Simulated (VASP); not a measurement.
Write the native input for VASP 6.6.1 that does the following.

```yaml
Task: single point
Functional: LDA
Potentials_or_basis: VASP PAW LDA potentials, release 64 (Ca_sv, C)
Cutoff: 520 eV
k_mesh: 9 × 9 × 9
Occupations: gaussian, width 0.02 eV
Spin: no spin polarisation
Dipole_correction: no
Further_INCAR_settings: ALGO = Normal; EDIFF = 1e-06; NBANDS = 16
```

The structure of CaC2 lies in POSCAR:

```
CaC2
1.0
    1.8851418975      1.0883871819      3.8525105244
   -1.8851418975      1.0883871819      3.8525105244
    0.0000000000     -2.1767743639      3.8525105244
Ca C
1 2
Direct
    0.0000000000      0.0000000000      0.0000000000
    0.5538702772      0.5538702772      0.5538702772
    0.4461297228      0.4461297228      0.4461297228
```

One way to write it, as run:

INCAR

```
PREC = Accurate ; ENCUT = 520
EDIFF = 1E-6 ; ISMEAR = 0
SIGMA = 0.02 ; LREAL = F
LASPH = T ; NELM = 100
ALGO = Normal ; ISIF = 2
LWAVE = F ; LCHARG = F
NBANDS = 16
```

KPOINTS

```
regular mesh
0
Gamma
  9 9 9
```

Potentials or basis: VASP PAW LDA potentials, release 64 (Ca_sv, C).

The run is started by

```console
$ cat potpaw_LDA.64/Ca_sv/POTCAR potpaw_LDA.64/C/POTCAR > POTCAR
$ mpirun -np 1 vasp_std > vasp.out
```

It gave:

```json
{"Pressure": "0.4 GPa", "Largest force": "0.085 eV/Å", "Band gap on the k mesh": "2.51 eV, indirect (least direct gap 3.80 eV)"}
```

Wall time 41 s on 1 thread of Intel(R) Xeon(R) 6975P-C (Granite Rapids), with other jobs on the host, peak memory 0.2 GiB.
